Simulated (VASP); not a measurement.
# SnO2 (C2/m) in VASP: electric field gradients with LDA

Aim: the electric field gradients of SnO2 with LDA.

All numbers are computed with VASP 6.6.1; they aren't measurements. Logs are shortened: lines on timing, memory, paths and dates and some standing lists are left out, and cuts for length are marked.

**1. The cell of the first run**

It takes space group C2/m (No. 12, monoclinic). Conventional cell: a = 6.601 Å, b = 6.800 Å, c = 3.187 Å, α = 90.00°, β = 92.45°, γ = 90.00°. Sn (site symmetry 2/m) has 6 O at 2.02 to 2.07 Å within 2.7 Å. Sn (site symmetry 2/m) has 6 O at 2.00 to 2.09 Å within 2.7 Å. O (site symmetry m) has 3 Sn at 2.00 to 2.09 Å and 1 O at 2.57 Å within 2.7 Å. Within 2.7 Å of O (site symmetry 2) lie 3 Sn at 2.07 to 2.08 Å and 1 O at 2.64 Å.

**2. Electric field gradients, LDA (equal xy, yz and zx shear strains of -3 %)**

Contents of INCAR:

```
PREC = Accurate ; ENCUT = 910
EDIFF = 1E-8 ; ISMEAR = -1
SIGMA = 0.03 ; LREAL = False
LASPH = True ; NELM = 120
ALGO = Normal ; ISIF = 2
LWAVE = False ; LCHARG = False
LEFG = True ; NBANDS = 35
GGA_COMPAT = False
```

Contents of KPOINTS:

```
Automatic mesh
0
Gamma
  4 4 6
```

Contents of POSCAR:

```
SnO2
1.0
    4.7373500000     -0.0710602500     -0.0710602500
   -0.0710602500      4.7373500000     -0.0710602500
   -0.0477960000     -0.0477960000      3.1864000000
Sn O
2 4
Direct
    0.0000000000      0.0000000000      0.0000000000
    0.5000000000      0.5000000000      0.5000000000
    0.3056200000      0.3056200000      0.0000000000
    0.1943800000      0.8056200000      0.5000000000
    0.6943800000      0.6943800000      0.0000000000
    0.8056200000      0.1943800000      0.5000000000
```

Potentials or basis: VASP PAW LDA potentials, release 64 (Sn_d, O_h).

Run with:

```sh
$ cat potpaw_LDA.64/Sn_d/POTCAR potpaw_LDA.64/O_h/POTCAR > POTCAR
$ mpirun -np 1 vasp_std > vasp.out
```

OUTCAR:

```text
PREC = Accurate
   ENCUT = 910
   EDIFF = 1E-8
   ISMEAR = -1
   LREAL = False
   LASPH = True
   NELM = 120
   ISIF = 2

 ion  position               nearest neighbor table
   1  0.000  0.000  0.000-   3 2.02   5 2.02   4 2.07   6 2.07   4 2.07   6 2.07   2 3.60   2 3.60
                             2 3.73   2 3.73   2 3.75   2 3.75   2 3.75   2 3.75
   2  0.500  0.500  0.500-   5 2.00   3 2.00   6 2.08   4 2.08   3 2.09   5 2.09   1 3.60   1 3.60
                             1 3.73   1 3.73   1 3.75   1 3.75   1 3.75   1 3.75
   3  0.306  0.306  0.000-   2 2.00   1 2.02   2 2.09
   4  0.194  0.806  0.500-   1 2.07   1 2.07   2 2.08
   5  0.694  0.694  0.000-   2 2.00   1 2.02   2 2.09
   6  0.806  0.194  0.500-   1 2.07   1 2.07   2 2.08

  LATTYP: Found a base centered monoclinic cell.
 ALAT       =     8.9779687500
 B/A-ratio  =     0.7574228847
 C/A-ratio  =     0.3549930890
 COS(beta)  =    -0.6785708604

  Lattice vectors:

 A1 = (  -4.6895540000,   0.1188562500,  -3.1153397500)
 A2 = (   0.1188562500,  -4.6895540000,  -3.1153397500)
 A3 = (  -0.0477960000,  -0.0477960000,   3.1864000000)

Analysis of symmetry for initial positions (statically):
=====================================================================
 Subroutine PRICEL returns:
 Original cell was already a primitive cell.

 Routine SETGRP: Setting up the symmetry group for a
 base centered monoclinic supercell.

 Subroutine GETGRP returns: Found  4 space group operations
 (whereof  4 operations were pure point group operations)
 out of a pool of  4 trial point group operations.

The static configuration has the point symmetry C_2h.

Analysis of symmetry for dynamics (positions and initial velocities):
=====================================================================
 Subroutine PRICEL returns:
 Original cell was already a primitive cell.

 Routine SETGRP: Setting up the symmetry group for a
 base centered monoclinic supercell.

 Subroutine GETGRP returns: Found  4 space group operations
 (whereof  4 operations were pure point group operations)
 out of a pool of  4 trial point group operations.

The dynamic configuration has the point symmetry C_2h.

 Subroutine INISYM returns: Found  4 space group operations
 (whereof  4 operations are pure point group operations),
 and found     1 'primitive' translations

----------------------------------------------------------------------------------------

                                     Primitive cell

  volume of cell :      71.4620

  direct lattice vectors                    reciprocal lattice vectors
     4.737350000 -0.071060250 -0.071060250     0.211184958  0.003216015  0.003216015
    -0.071060250  4.737350000 -0.071060250     0.003216015  0.211184958  0.003216015
    -0.047796000 -0.047796000  3.186400000     0.004781379  0.004781379  0.313977235

  length of vectors
     4.738415784  4.738415784  3.187116859     0.211233927  0.211233927  0.314050039

  position of ions in fractional coordinates (direct lattice)
     0.000000000  0.000000000  0.000000000
     0.500000000  0.500000000  0.500000000
     0.305620000  0.305620000  1.000000000
     0.194380000  0.805620000  0.500000000
     0.694380000  0.694380000  1.000000000
     0.805620000  0.194380000  0.500000000

  ion indices of the primitive-cell ions
   primitive index   ion index
                 1           1
                 2           2
                 3           3
                 4           4
                 5           5
                 6           6

----------------------------------------------------------------------------------------

 KPOINTS: Automatic mesh

Automatic generation of k-mesh.
 Grid dimensions read from file:
 generate k-points for:    4    4    6

 Generating k-lattice:

  Cartesian coordinates                     Fractional coordinates (reciprocal lattice)
[... 56 lines left out ...]
   LSORBIT =      F    spin-orbit coupling
   LASPH  =      T    aspherical Exc in radial PAW
   ENCUT  =  910.0 eV  66.88 Ry    8.18 a.u.  11.65 11.65  7.84*2*pi/ulx,y,z
   NELM   =    120;   NELMIN=  2; NELMDL= -5     # of ELM steps
   EDIFF  = 0.1E-07   stopping-criterion for ELM
   LREAL  =      F    real-space projection
   EDIFFG = 0.1E-06   stopping-criterion for IOM
   NSW    =      0    number of steps for IOM
   IBRION =     -1    ionic relax: 0-MD 1-quasi-New 2-CG
   NFREE  =      0    steps in history (QN), initial steepest desc. (CG)
   ISIF   =      2    stress and relaxation
   ISYM   =      2    0-nonsym 1-usesym 2-fastsym
   POTIM  = 0.5000    time-step for ionic-motion
   TEBEG  =    0.0;   TEEND  =   0.0 temperature during run
   PSTRESS=    0.0 pullay stress
   NELECT =      52.0000    total number of electrons
   NUPDOWN=      -1.0000    fix difference up-down
   EMIN   =  10.00;   EMAX   =-10.00  energy-range for DOS
   EFERMI =   0.00;   METHOD = LEGACY
   ISMEAR =    -1;   SIGMA  =   0.03  broadening in eV -4-tet -1-fermi 0-gaus
   EFERMI_NEDOS =   21; number of points for ismear=-14 and -15
   IALGO  =     38    algorithm
   IMIX   =      4    mixing-type and parameters
     AMIX     =   0.40;   BMIX     =  1.00
     AMIX_MAG =   1.60;   BMIX_MAG =  1.00
  volume/ion in A,a.u.               =      11.91        80.37
  Fermi-wavevector in a.u.,A,eV,Ry     =   1.472485  2.782593 29.500323  2.168213
  Thomas-Fermi vector in A             =   2.587494
   LORBIT       =      0    0 simple, 1 ext, 2 COOP (PROOUT), +10 PAW based schemes
   GGA     = CA    functional components
   LHFCALC =     F    Hartree Fock is set to
   AEXX    =    0.0000 exact exchange contribution
   IVDW    =     0    specifies the selected vdW correction
   LEPSILON=     F    determine dielectric tensor
   LRPA    =     F    only Hartree local field effects (RPA)
 non-spin polarized calculation
  energy-cutoff  :      910.00
  volume of cell :       71.46
 maximum number of plane-waves:      4480
 NGX is ok and might be reduce to    48
   NGX = 23   NGY = 23   NGZ = 15

 number of electron      51.9999999 magnetization

 Free energy of the ion-electron system (eV)
  ---------------------------------------------------
  ext. energy  EPLUGINS =         0.00000000
  ---------------------------------------------------
  free energy    TOTEN  =       -42.23060352 eV

  energy without entropy =      -42.23060352  energy(sigma->0) =      -42.23060352

 E-fermi :   6.8924     XC(G=0): -11.8120

 val. band max:        6.3218596640   @ k =   0.0000   0.0000   0.0000
 cond. band min:       7.4740816970   @ k =   0.0000   0.0000   0.0000
 fundamental gap:      1.1522220330
 Fermi energy:         6.8924473658

 k-point     1 :       0.0000    0.0000    0.0000
  band No.  band energies     occupation
      1     -14.7411      2.00000
      2     -13.9363      2.00000
      3     -13.7385      2.00000
      4     -13.6699      2.00000
      5     -13.5617      2.00000
      6     -13.5404      2.00000
[... 901 lines left out ...]
     34      18.0954      0.00000
     35      18.5754      0.00000

 [... further k-points ...]

------------------------ aborting loop because EDIFF is reached ----------------------------------------

  FORCE on cell =-STRESS in cart. coord.  units (eV):
  Direction    XX          YY          ZZ          XY          YZ          ZX
  --------------------------------------------------------------------------------------
  -------------------------------------------------------------------------------------
  Total       -0.0045787     -0.0045787      0.4013843      2.8277627      1.5909588      1.5909586
  in kB       -0.1026544     -0.1026544      8.9990351     63.3984279     35.6692892     35.6692860
  external PRESSURE =       2.9312421 kB  Pullay stress =       0.0000000 kB

 VOLUME and BASIS-vectors are now :
 -----------------------------------------------------------------------------
  energy-cutoff  :      910.00
  volume of cell :       71.46
      direct lattice vectors                 reciprocal lattice vectors
     4.737350000 -0.071060250 -0.071060250     0.211184958  0.003216015  0.003216015
    -0.071060250  4.737350000 -0.071060250     0.003216015  0.211184958  0.003216015
    -0.047796000 -0.047796000  3.186400000     0.004781379  0.004781379  0.313977235

 POSITION                                       TOTAL-FORCE (eV/Angst)
 -----------------------------------------------------------------------------------
      0.00000      0.00000      0.00000         0.000000      0.000000      0.000000
      2.30925      2.30925      1.52214         0.000000      0.000000      0.000000
      1.42611      1.42611     -0.04343         0.082457      0.082457     -0.369872
      0.83970      3.77879      1.52214         0.014242     -0.014242      0.000000
      3.24018      3.24018     -0.09869        -0.082457     -0.082457      0.369872
      3.77879      0.83970      1.52214        -0.014242      0.014242      0.000000
 -----------------------------------------------------------------------------------
    total drift:                               -0.000000     -0.000000     -0.000000

  FREE ENERGIE OF THE ION-ELECTRON SYSTEM (eV)
  ---------------------------------------------------
  free  energy   TOTEN  =       -42.2306035228 eV

  energy  without entropy=      -42.2306035227  energy(sigma->0) =      -42.23060352

 Electric field gradients (V/A^2)
---------------------------------------------------------------------
 ion       V_xx      V_yy      V_zz      V_xy      V_xz      V_yz
---------------------------------------------------------------------
   1      13.541    13.541   -27.083   -55.936     7.858     7.858
   2      37.296    37.296   -74.593    10.612   -53.414   -53.414
   3     -24.847   -24.847    49.694    80.187     0.617     0.617
   4     -21.452   -21.452    42.904   -83.106    -5.835    -5.835
   5     -24.847   -24.847    49.694    80.187     0.617     0.617
   6     -21.452   -21.452    42.904   -83.106    -5.835    -5.835
---------------------------------------------------------------------

 Electric field gradients after diagonalization (V/A^2)
 (convention: |V_zz| > |V_xx| > |V_yy|)
----------------------------------------------------------------------
 ion       V_xx      V_yy      V_zz     asymmetry (V_yy - V_xx)/ V_zz
----------------------------------------------------------------------
   1     -48.233   -21.244    69.477       0.388
   2      83.908    26.685  -110.593       0.517
   3      55.472    49.562  -105.034       0.056
   4      61.654    43.364  -105.018       0.174
   5      55.472    49.562  -105.034       0.056
   6      61.654    43.364  -105.018       0.174
----------------------------------------------------------------------

           NMR quadrupolar parameters

 Cq : quadrupolar parameter    Cq=e*Q*V_zz/h
 eta: asymmetry parameters     (V_yy - V_xx)/ V_zz
 Q  : nuclear electric quadrupole moment in mb (millibarn)
----------------------------------------------------------------------
 ion       Cq(MHz)       eta       Q (mb)
----------------------------------------------------------------------
   1       0.168       0.388       1.000
   2      -0.267       0.517       1.000
   3      -0.254       0.056       1.000
   4      -0.254       0.174       1.000
   5      -0.254       0.056       1.000
   6      -0.254       0.174       1.000
----------------------------------------------------------------------
```

Run time: 2.7 min. Hardware: 1 thread of AMD EPYC 7R13 (Zen 3), shared host; peak memory 0.28 GiB.

Results:

```yaml
Free_energy: -42.2306 eV
Pressure: 0.3 GPa
Largest_force: 0.388 eV/Å
Band_gap_on_the_k_mesh: 1.15 eV
Largest_electric_field_gradient_by_atom: Sn +69.5, -110.6; O -105.0 V/Å²
```

Forces on the atoms (eV/Å):
```
Sn   0.000  0.000  0.000
Sn   0.000  0.000  0.000
O    0.082  0.082 -0.370
O    0.014 -0.014  0.000
O   -0.082 -0.082  0.370
O   -0.014  0.014  0.000
```

Levels at points of the mesh, in eV from the valence-band top:
```
           k point  band 24  band 25  band 26  band 27  band 28  band 29
(0.00, 0.00, 0.00)    -0.90    -0.72     0.00     1.15     5.94     5.98
(0.50, 0.00, 0.00)    -1.12    -0.64    -0.64     4.21     4.40     6.74
(0.50, 0.50, 0.00)    -1.22    -1.11    -0.75     4.62     4.81     7.23
(0.00, 0.00, 0.50)    -1.64    -1.50    -1.07     5.98     6.05     9.33
(0.50, 0.00, 0.50)    -1.00    -0.81    -0.65     6.22     6.36     7.56
(0.50, 0.50, 0.50)    -1.03    -0.94    -0.65     4.57     4.74     8.47
```

Electric field gradients, principal values (V/Å²):
| atom | least | middle | greatest (by size) |
| --- | --- | --- | --- |
| 1 Sn | -21.244 | -48.233 | 69.477 |
| 2 Sn | 26.685 | 83.908 | -110.593 |
| 3 O | 49.562 | 55.472 | -105.034 |
| 4 O | 43.364 | 61.654 | -105.018 |
| 5 O | 49.562 | 55.472 | -105.034 |
| 6 O | 43.364 | 61.654 | -105.018 |

Caveat: the cell differs from its parent crystal (equal xy, yz and zx shear strains of -3 %); the cutoff is under 1.25 times the usual one of these potentials, so pressure, stress and relaxed cells hold a basis-set (Pulay) error; without QUAD_EFG the Cq values of the log hold for a quadrupole moment of 1 mb, not for the nuclei; spin-orbit coupling is left out, which moves the levels of the heavy elements.
